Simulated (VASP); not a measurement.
# GaP (ordered beta-tin type) (I-4m2) in VASP: notebook, part 2 of 2

VASP 6.6.1.

### Step 3. Relaxation of cell and atoms, LDA, target pressure 12 GPa, at which the enthalpy is minimised

This run uses another cell than the first one, of 13.63 Å³/atom.

INCAR

```
PREC = Accurate
ENCUT = 500
EDIFF = 1E-7
ISMEAR = 0
SIGMA = 0.1
LREAL = False
LASPH = True
NELM = 120
ALGO = Normal
ISIF = 3
LWAVE = False
LCHARG = False
GGA = CA
IBRION = 2
NSW = 80
EDIFFG = -0.005
PSTRESS = 120.0
GGA_COMPAT = False
NELMIN = 4
```

KPOINTS

```
Automatic mesh
0
Gamma
  16 16 16
```

POSCAR

```
GaP
1.0
   -2.3135194093      2.3135194093      1.2728315050
    2.3135194093     -2.3135194093      1.2728315050
    2.3135194093      2.3135194093     -1.2728315050
Ga P
1 1
Direct
    0.0000000000      0.0000000000      0.0000000000
    0.7500000000      0.2500000000      0.5000000000
```

Potentials or basis: VASP PAW LDA potentials, release 64 (Ga_d, P).

The run is started by

```sh
> cat potpaw_LDA.64/Ga_d/POTCAR potpaw_LDA.64/P/POTCAR > POTCAR
> mpirun -np 1 vasp_std > vasp.out
```

OUTCAR:

```text
PREC = Accurate
   ENCUT = 500
   EDIFF = 1E-7
   ISMEAR = 0
   LREAL = False
   LASPH = True
   NELM = 120
   ISIF = 3
   GGA = CA
   IBRION = 2
   NSW = 80
   EDIFFG = -0.005
   PSTRESS = 120.0
   NELMIN = 4

 ion  position               nearest neighbor table
   1  0.000  0.000  0.000-   2 2.40   2 2.40   2 2.40   2 2.40
   2  0.750  0.250  0.500-   1 2.40   1 2.40   1 2.40   1 2.40

  LATTYP: Found a body centered tetragonal cell.
 ALAT       =     4.6270388186
 C/A-ratio  =     0.5501710943

  Lattice vectors:

 A1 = (  -2.3135194093,   2.3135194093,   1.2728315050)
 A2 = (   2.3135194093,  -2.3135194093,   1.2728315050)
 A3 = (   2.3135194093,   2.3135194093,  -1.2728315050)

Analysis of symmetry for initial positions (statically):
=====================================================================
 Subroutine PRICEL returns:
 Original cell was already a primitive cell.

 Routine SETGRP: Setting up the symmetry group for a
 body centered tetragonal supercell.

 Subroutine GETGRP returns: Found  8 space group operations
 (whereof  8 operations were pure point group operations)
 out of a pool of 16 trial point group operations.

The static configuration has the point symmetry D_2d.

Analysis of symmetry for dynamics (positions and initial velocities):
=====================================================================
 Subroutine PRICEL returns:
 Original cell was already a primitive cell.

 Routine SETGRP: Setting up the symmetry group for a
 body centered tetragonal supercell.

 Subroutine GETGRP returns: Found  8 space group operations
 (whereof  8 operations were pure point group operations)
 out of a pool of 16 trial point group operations.

The dynamic configuration has the point symmetry D_2d.

 Subroutine INISYM returns: Found  8 space group operations
 (whereof  8 operations are pure point group operations),
 and found     1 'primitive' translations

[... 132 lines left out ...]
   NGX = 13   NGY = 13   NGZ = 13

--------------------------------------- Ionic step        1  -------------------------------------------

 number of electron      17.9999992 magnetization

 Free energy of the ion-electron system (eV)
  ---------------------------------------------------
  ext. energy  EPLUGINS =         0.00000000
  ---------------------------------------------------
  free energy    TOTEN  =        -9.44279246 eV

  energy without entropy =       -9.44073252  energy(sigma->0) =       -9.44176249

------------------------ aborting loop because EDIFF is reached ----------------------------------------

  FORCE on cell =-STRESS in cart. coord.  units (eV):
  Direction    XX          YY          ZZ          XY          YZ          ZX
  --------------------------------------------------------------------------------------
  -------------------------------------------------------------------------------------
  Total        3.1026152      3.1026152      3.1026726      0.0000000     -0.0000000      0.0000000
  in kB      182.4153114    182.4153114    182.4186879      0.0000000     -0.0000000      0.0000000
  external PRESSURE =      62.4164369 kB  Pullay stress =     120.0000000 kB
[... 215 lines left out ...]
--------------------------------------- Ionic step        7  -------------------------------------------

 number of electron      18.0000000 magnetization

 Free energy of the ion-electron system (eV)
  ---------------------------------------------------
  ext. energy  EPLUGINS =         0.00000000
  ---------------------------------------------------
  free energy    TOTEN  =        -9.54252528 eV

  energy without entropy =       -9.54002783  energy(sigma->0) =       -9.54127656

 E-fermi :   9.1373     XC(G=0): -12.1903

 val. band max:        9.1369568413   @ k =  -0.1875  -0.2500   0.1250
 cond. band min:       9.1473507149   @ k =  -0.3125  -0.4375   0.0625
 fundamental gap:      0.0103938736
 Fermi energy:         9.1373050604

 k-point     1 :       0.0000    0.0000    0.0000
  band No.  band energies     occupation
      1      -6.6051      2.00000
      2      -6.2442      2.00000
      3      -6.2000      2.00000
      4      -6.1586      2.00000
      5      -6.0378      2.00000
      6      -6.0378      2.00000
      7       5.9474      2.00000
      8       5.9474      2.00000
      9       6.7166      2.00000
     10      11.9747      0.00000
     11      15.0872      0.00000
     12      18.8392      0.00000
     13      18.8392      0.00000
[... 354 lines left out ...]
  band No.  band energies     occupation
      1      -6.5950      2.00000
      2      -6.2419      2.00000
      3      -6.2030      2.00000
      4      -6.1250      2.00000
      5      -6.0367      2.00000
      6      -6.0333      2.00000
      7       5.0722      2.00000
      8       6.0005      2.00000
      9       7.4653      2.00000
     10      12.2149      0.00000
     11      15.0411      0.00000
     12      17.8539      0.00000
     13      18.5458      0.00000

 [... further k-points ...]

------------------------ aborting loop because EDIFF is reached ----------------------------------------

  FORCE on cell =-STRESS in cart. coord.  units (eV):
  Direction    XX          YY          ZZ          XY          YZ          ZX
  --------------------------------------------------------------------------------------
  -------------------------------------------------------------------------------------
  Total        2.1161905      2.1161905      2.1285090      0.0000000     -0.0000000      0.0000000
  in kB      119.7480197    119.7480197    120.4450833      0.0000000     -0.0000000      0.0000000
  external PRESSURE =      -0.0196257 kB  Pullay stress =     120.0000000 kB
[... 21 lines left out ...]
  energy  without entropy=       -9.5400278314  energy(sigma->0) =       -9.54127656

  enthalpy is  TOTEN    =        -7.4218817737 eV   P V=        2.1206435103

 reached required accuracy - stopping structural energy minimisation
```

OSZICAR:

```text
N       E                     dE             d eps       ncg     rms          rms(c)
DAV:   1     0.721244744160E+02    0.72124E+02   -0.92717E+03  9598   0.223E+03
DAV:   2    -0.491175248110E+01   -0.77036E+02   -0.74101E+02  9900   0.329E+02
DAV:   3    -0.951193497293E+01   -0.46002E+01   -0.45294E+01 11284   0.677E+01
[... 56 lines left out ...]
DAV:   2    -0.954271228993E+01    0.48097E-03   -0.84339E-04 10919   0.586E-01    0.777E-02
DAV:   3    -0.954253152782E+01    0.18076E-03   -0.22363E-04 11553   0.274E-01    0.148E-02
DAV:   4    -0.954252605414E+01    0.54737E-05   -0.24356E-05 10370   0.656E-02    0.539E-03
DAV:   5    -0.954252531515E+01    0.73899E-06   -0.16528E-06 12391   0.154E-02    0.134E-03
DAV:   6    -0.954252528407E+01    0.31089E-07   -0.85225E-08  5962   0.300E-03
   7 F= -.74218818E+01 E0= -.74206330E+01  d E =-.604343E-04
```

CONTCAR:

```text
GaP
   1.00000000000000
    -2.3396998840110736    2.3396998840110736    1.2930541300430791
     2.3396998840110736   -2.3396998840110736    1.2930541300430791
     2.3396998840110736    2.3396998840110736   -1.2930541300430791
  Ga              P
     1     1
Direct
     0.0000000000000000    0.0000000000000000    0.0000000000000000
     0.7500000000000000    0.2500000000000000    0.5000000000000000

  0.00000000E+00  0.00000000E+00  0.00000000E+00
  0.00000000E+00  0.00000000E+00  0.00000000E+00
```

Wall time 17 min (1 thread of Intel Xeon 8259CL, shared host); peak memory 0.26 GiB.

Results:

* Free energy: -9.5425 eV
* Relaxed volume: 14.16 Å³/atom
* Relaxed cell: a = 3.553 Å, b = 3.553 Å, c = 3.553 Å, α = 97.61°, β = 97.61°, γ = 137.31°
* Space group after relaxing (to 0.1 Å): I-4m2 (No. 119)
* Energy change on relaxing (the run minimises the enthalpy): -49.9 meV/atom
* Ionic steps: 7
* Pressure after relaxing: 12.0 GPa
* Band gap on the k mesh: zero (bands 9 and 10 overlap by 6.20 eV)

Step by step:
| step | energy change (eV) | largest force (eV/Å) | pressure (GPa) | volume (Å³) |
| --- | --- | --- | --- | --- |
| 1 | 0.0000 | 0.0000 | 18.24 | 27.25 |
| 2 | -0.1619 | 0.0000 | 6.66 | 29.40 |
| 3 | -0.0994 | 0.0000 | 12.01 | 28.31 |
| 4 | -0.1010 | 0.0000 | 11.85 | 28.33 |
| 5 | -0.0974 | 0.0000 | 12.15 | 28.28 |
| 6 | -0.0968 | 0.0000 | 12.18 | 28.28 |
| 7 | -0.0997 | 0.0000 | 12.00 | 28.31 |

Final structure:
```
CELL_PARAMETERS angstrom
-2.33970 2.33970 1.29305
2.33970 -2.33970 1.29305
2.33970 2.33970 -1.29305
ATOMIC_POSITIONS crystal
Ga 0.00000 0.00000 0.00000
P 0.75000 0.25000 0.50000
```

Levels at points of the mesh, in eV from the Fermi level:
```
           k point  band 6  band 7  band 8  band 9  band 10  band 11  band 12  band 13
(0.00, 0.00, 0.00)  -15.18   -3.19   -3.19   -2.42     2.84     5.95     9.70     9.70
(0.50, 0.00, 0.00)   -9.37   -7.35   -2.73   -2.23    -1.38     2.05     4.69     6.72
(0.50, 0.50, 0.00)  -13.12  -10.59   -0.89    1.95     2.26     3.53     5.33     9.64
(0.50, 0.50, 0.50)  -10.80   -7.42   -7.42   -7.10     4.57     6.78    12.83    12.83
```

Caveat: the cell is relaxed towards a set pressure, so the run minimises the enthalpy, not the energy.

### Step 4. Relaxation of cell and atoms, LDA, target pressure 24 GPa, at which the enthalpy is minimised

This run uses another cell than the first one, of 14.38 Å³/atom.

INCAR

```
PREC     = Accurate       # precision mode
ENCUT    = 500            # plane-wave cutoff, eV
EDIFF    = 1E-7           # SCF threshold, eV
ISMEAR   = 0              # smearing method
SIGMA    = 0.1            # smearing width, eV
LREAL    = F              # projectors in reciprocal space
LASPH    = T              # aspherical terms in the spheres
NELM     = 120            # most SCF steps
ALGO     = Normal         # electronic algorithm
ISIF     = 3              # what is computed and relaxed
LWAVE    = F              # write WAVECAR
LCHARG   = F              # write CHGCAR
IBRION   = 2              # ionic algorithm
NSW      = 80             # ionic steps
EDIFFG   = -0.005         # ionic threshold
PSTRESS  = 240.0        
GGA_COMPAT= F            
NELMIN   = 4
```

KPOINTS

```
regular mesh
0
Gamma
  16 16 16
```

POSCAR

```
GaP
1.0
   -2.3750000000      2.3750000000      1.2750000000
    2.3750000000     -2.3750000000      1.2750000000
    2.3750000000      2.3750000000     -1.2750000000
Ga P
1 1
Direct
    0.0000000000      0.0000000000      0.0000000000
    0.7500000000      0.2500000000      0.5000000000
```

Potentials or basis: VASP PAW LDA potentials, release 64 (Ga_d, P).

The run is started by

```sh
> cat potpaw_LDA.64/Ga_d/POTCAR potpaw_LDA.64/P/POTCAR > POTCAR
> mpirun -np 1 vasp_std > vasp.out
```

OUTCAR:

```text
PREC = Accurate
   ENCUT = 500
   EDIFF = 1E-7
   ISMEAR = 0
   LREAL = F
   LASPH = T
   NELM = 120
   ISIF = 3
   IBRION = 2
   NSW = 80
   EDIFFG = -0.005
   PSTRESS = 240.0
   NELMIN = 4

 ion  position               nearest neighbor table
   1  0.000  0.000  0.000-   2 2.46   2 2.46   2 2.46   2 2.46
   2  0.750  0.250  0.500-   1 2.46   1 2.46   1 2.46   1 2.46

  LATTYP: Found a body centered tetragonal cell.
 ALAT       =     4.7500000000
 C/A-ratio  =     0.5368421053

  Lattice vectors:

 A1 = (  -2.3750000000,   2.3750000000,   1.2750000000)
 A2 = (   2.3750000000,  -2.3750000000,   1.2750000000)
 A3 = (   2.3750000000,   2.3750000000,  -1.2750000000)

Analysis of symmetry for initial positions (statically):
=====================================================================
 Subroutine PRICEL returns:
 Original cell was already a primitive cell.

 Routine SETGRP: Setting up the symmetry group for a
 body centered tetragonal supercell.

 Subroutine GETGRP returns: Found  8 space group operations
 (whereof  8 operations were pure point group operations)
 out of a pool of 16 trial point group operations.

The static configuration has the point symmetry D_2d.

Analysis of symmetry for dynamics (positions and initial velocities):
=====================================================================
 Subroutine PRICEL returns:
 Original cell was already a primitive cell.

 Routine SETGRP: Setting up the symmetry group for a
 body centered tetragonal supercell.

 Subroutine GETGRP returns: Found  8 space group operations
 (whereof  8 operations were pure point group operations)
 out of a pool of 16 trial point group operations.

The dynamic configuration has the point symmetry D_2d.

 Subroutine INISYM returns: Found  8 space group operations
 (whereof  8 operations are pure point group operations),
 and found     1 'primitive' translations

----------------------------------------------------------------------------------------

                                     Primitive cell
[... 112 lines left out ...]
  volume/ion in A,a.u.               =      14.38        97.07
  Fermi-wavevector in a.u.,A,eV,Ry     =   1.400232  2.646054 26.676242  1.960648
  Thomas-Fermi vector in A             =   2.523212
   LORBIT       =      0    0 simple, 1 ext, 2 COOP (PROOUT), +10 PAW based schemes
   GGA     = CA    functional components
   LHFCALC =     F    Hartree Fock is set to
   AEXX    =    0.0000 exact exchange contribution
   IVDW    =     0    specifies the selected vdW correction
   LEPSILON=     F    determine dielectric tensor
   LRPA    =     F    only Hartree local field effects (RPA)
 conjugate gradient relaxation of ions
 non-spin polarized calculation
 Gauss-broadening in eV      SIGMA  =   0.10
  energy-cutoff  :      500.00
  volume of cell :       28.77
 maximum number of plane-waves:       749
 NGX is ok and might be reduce to    28
   NGX = 13   NGY = 13   NGZ = 13

--------------------------------------- Ionic step        1  -------------------------------------------

 number of electron      18.0000009 magnetization

 Free energy of the ion-electron system (eV)
  ---------------------------------------------------
  ext. energy  EPLUGINS =         0.00000000
  ---------------------------------------------------
  free energy    TOTEN  =        -9.56582198 eV

  energy without entropy =       -9.56336818  energy(sigma->0) =       -9.56459508

 E-fermi :   8.9140     XC(G=0): -12.1108

 val. band max:        8.9113553613   @ k =  -0.2500   0.2500   0.2500
 cond. band min:       8.9185972612   @ k =  -0.3750  -0.4375   0.1875
 fundamental gap:      0.0072418999
 Fermi energy:         8.9139596741

 k-point     1 :       0.0000    0.0000    0.0000
  band No.  band energies     occupation
      1      -6.7935      2.00000
      2      -6.4246      2.00000
      3      -6.3841      2.00000
      4      -6.2676      2.00000
      5      -6.2066      2.00000
      6      -6.2066      2.00000
      7       5.6219      2.00000
      8       5.6219      2.00000
      9       6.0327      2.00000
     10      11.6792      0.00000
     11      15.2913      0.00000
     12      18.1897      0.00000
     13      18.1897      0.00000
[... 477 lines left out ...]
  energy  without entropy=       -9.3347889371  energy(sigma->0) =       -9.33560335

  enthalpy is  TOTEN    =        -5.3737280797 eV   P V=        3.9626896932

[... ionic steps 4 to 7 ...]

--------------------------------------- Ionic step        8  -------------------------------------------

 number of electron      17.9999998 magnetization

------------------------ aborting loop because EDIFF is reached ----------------------------------------
[... 71 lines left out ...]
--------------------------------------- Ionic step       10  -------------------------------------------

 number of electron      17.9999998 magnetization

 Free energy of the ion-electron system (eV)
  ---------------------------------------------------
  ext. energy  EPLUGINS =         0.00000000
  ---------------------------------------------------
  free energy    TOTEN  =        -9.33543756 eV

  energy without entropy =       -9.33353937  energy(sigma->0) =       -9.33448847

 E-fermi :  10.1203     XC(G=0): -12.5385

 val. band max:       10.1183110403   @ k =  -0.2500  -0.2500   0.0625
 cond. band min:      10.1353264179   @ k =  -0.1250  -0.1875   0.1250
 fundamental gap:      0.0170153776
 Fermi energy:        10.1203159005

 k-point     1 :       0.0000    0.0000    0.0000
  band No.  band energies     occupation
      1      -6.0727      2.00000
      2      -5.6759      2.00000
      3      -5.4367      2.00000
      4      -5.3766      2.00000
      5      -5.1730      2.00000
      6      -5.1730      2.00000
      7       6.6483      2.00000
      8       6.6483      2.00000
      9       7.8399      2.00000
     10      12.6880      0.00000
     11      16.7026      0.00000
     12      20.3126      0.00000
     13      20.3126      0.00000
[... 401 lines left out ...]
  energy  without entropy=       -9.3335393708  energy(sigma->0) =       -9.33448847

  enthalpy is  TOTEN    =        -5.3760305281 eV   P V=        3.9594070351

 reached required accuracy - stopping structural energy minimisation
```

OSZICAR:

```text
N       E                     dE             d eps       ncg     rms          rms(c)
DAV:   1     0.704568220117E+02    0.70457E+02   -0.92842E+03  9608   0.219E+03
DAV:   2    -0.496087130210E+01   -0.75418E+02   -0.72695E+02  9837   0.322E+02
DAV:   3    -0.961456711623E+01   -0.46537E+01   -0.45954E+01 11457   0.678E+01
[... 87 lines left out ...]
DAV:   2    -0.933563153531E+01    0.69390E-03   -0.12405E-03 11519   0.113E+00    0.795E-02
DAV:   3    -0.933545748545E+01    0.17405E-03   -0.15931E-04 11689   0.354E-01    0.188E-02
DAV:   4    -0.933544005932E+01    0.17426E-04   -0.19465E-05 11476   0.619E-02    0.598E-03
DAV:   5    -0.933543759396E+01    0.24654E-05   -0.15440E-06 12129   0.186E-02    0.143E-03
DAV:   6    -0.933543756322E+01    0.30739E-07   -0.52389E-08  5470   0.343E-03
  10 F= -.53760305E+01 E0= -.53750814E+01  d E =-.689127E-04
```

CONTCAR:

```text
GaP
   1.00000000000000
    -2.2914164356809756    2.2914164356809756    1.2585238555118623
     2.2914164356809756   -2.2914164356809756    1.2585238555118623
     2.2914164356809756    2.2914164356809756   -1.2585238555118623
  Ga              P
     1     1
Direct
     0.0000000000000000    0.0000000000000000    0.0000000000000000
     0.7500000000000000    0.2500000000000000    0.5000000000000000

  0.00000000E+00  0.00000000E+00  0.00000000E+00
  0.00000000E+00  0.00000000E+00  0.00000000E+00
```

It took 25 min on 1 thread of Intel Xeon 8259CL, shared host; peak memory 0.27 GiB.

Results:

```
Free energy                                                : -9.3354 eV
Relaxed volume                                             : 13.22 Å³/atom
Relaxed cell                                               : a = 3.476 Å, b = 3.476 Å, c = 3.476 Å, α = 97.53°, β = 97.53°, γ = 137.55°
Space group after relaxing (to 0.1 Å)                      : I-4m2 (No. 119)
Energy change on relaxing (the run minimises the enthalpy) : +115.2 meV/atom
Ionic steps                                                : 10
Pressure after relaxing                                    : 24.0 GPa
Band gap on the k mesh                                     : zero (bands 9 and 10 overlap by 6.68 eV)
```

The path:
```
step  energy change (eV)  largest force (eV/Å)  pressure (GPa)  volume (Å³)
   1              0.0000                0.0000            9.48        28.77
   2              0.8589                0.0000           51.45        23.67
   3              0.2294                0.0000           23.77        26.45
   4              0.2363                0.0000           24.14        26.41
   5              0.2432                0.0000           24.49        26.36
   6              0.2396                0.0000           24.43        26.37
   7              0.2386                0.0000           24.45        26.38
   8              0.2388                0.0000           24.39        26.38
   9              0.2209                0.0000           23.48        26.50
  10              0.2304                0.0000           24.02        26.43
```

Final structure:
```yaml
crystal:
  lattice:
    - [-2.29142, 2.29142, 1.25852]
    - [2.29142, -2.29142, 1.25852]
    - [2.29142, 2.29142, -1.25852]
  atoms:
    - { symbol: Ga, position: [0.00000, 0.00000, 0.00000] }
    - { symbol: P, position: [0.75000, 0.25000, 0.50000] }
```

Caveat: the cell is relaxed towards a set pressure, so the run minimises the enthalpy, not the energy.

### Step 5. Summary

| cell | gap on the mesh (eV) | pressure (GPa) |
| --- | --- | --- |
| relaxed to 18 GPa from a = 3.475 Å, angles 97.5, 97.5, 137.6°, 2 atoms | none | 18.0 |
| relaxed to 12 GPa from a = 3.511 Å, angles 97.6, 97.6, 137.5°, 2 atoms | none | 12.0 |
| relaxed to 24 GPa from a = 3.593 Å, angles 97.2, 97.2, 138.4°, 2 atoms | none | 24.0 |

Alike in all rows: task relaxation of cell and atoms; level LDA; potentials or basis VASP PAW LDA potentials, release 64 (Ga_d, P); no spin polarisation; k mesh 16 × 16 × 16; cutoff (eV) 500; smearing gaussian 0.1 eV.

Caveats: the cell is relaxed towards a set pressure, so the run minimises the enthalpy, not the energy.

Absolute energies hang on the potentials; compare differences alone.
